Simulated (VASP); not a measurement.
## Cr: single point with r2SCAN

Crystal: Cr.

```
Cr
1.0
    -1.41496    1.41496    1.41496
     1.41496   -1.41496    1.41496
     1.41496    1.41496   -1.41496
Cr
1
Cartesian
  0.0000 0.0000 0.0000
```

* Program: VASP 6.6.1
* Task: single point
* Functional: r2SCAN
* Potentials or basis: VASP PAW PBE potentials, release 64 (Cr_pv)
* Cutoff: 550 eV
* k mesh: 15 × 15 × 15
* Occupations: methfessel-paxton, width 0.01 eV
* Spin: no spin polarisation
* Dipole correction: no
* Further INCAR settings: ALGO = Normal; EDIFF = 1e-06; NBANDS = 12

| Quantity | Value |
| --- | --- |
| Pressure | 0.4 GPa |
| Band gap on the k mesh | zero (band 6 reaches 13.62 eV, above the bottom of band 7 at 10.21 eV) |

Levels at points of the mesh, in eV from the Fermi level:
```tsv
k point	band 2	band 3	band 4	band 5	band 6	band 7	band 8	band 9	band 10	band 11
(0.00, 0.00, 0.00)	-44.29	-44.29	-8.47	-0.97	-0.97	-0.97	1.45	1.45	3.23	23.27
```

Run time: 31 s on 1 thread of Intel(R) Xeon(R) 6975P-C (Granite Rapids), on a shared host, peak memory 0.13 GiB.

Caveat: the PAW data sets were made with another functional, which shifts forces and pressure a little; the run has no spin polarisation, though such a crystal can be magnetic. Spin polarisation is off, so any magnetic state and its effect on volume and gap are missing.
